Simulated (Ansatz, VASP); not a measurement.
# Two plane-wave programs on Al2Ru

```
Al Ru
1.0
     0.00000    3.98765    4.38508
     2.35057    0.00000    4.38508
     2.35057    3.98765    0.00000
Al Ru
4 2
Direct
  0.07895 0.42105 0.07895
  0.42105 0.07895 0.42105
  0.17105 0.82895 0.17105
  0.82895 0.17105 0.82895
  0.75000 0.75000 0.75000
  0.50000 0.50000 0.50000
```

Alike in both runs: functional PBEsol; k mesh 10 × 10 × 10; occupations gaussian, width 0.01 eV; no spin polarisation.

Ansatz relaxed the structure, and its values are those at the end. VASP's run is a single point on that final structure, the one shown.

```csv
,VASP,Ansatz
version,VASP 6.6.1,Ansatz 0.2.0
potentials or method,"VASP PAW PBE potentials, release 64 (Al, Ru_pv), cutoff 520 eV","scalar-relativistic, plane waves, PAW"
valence electrons in the cell,40,44
```

```csv
,VASP,Ansatz,Ansatz less VASP
gap on the k mesh at the Fermi level (eV),0.08,0.08,0.000
least direct gap on the mesh (eV),1.23,1.23,+0.001
pressure (GPa),0.1,0.0,-0.11
```

VASP's potentials were made for PBE, not for PBEsol. With one functional, cell and mesh, what is left measures potentials, basis and numerics. VASP's potentials hold 40 valence electrons a cell and Ansatz's 44, so a difference there can come from the potentials and not from the codes.
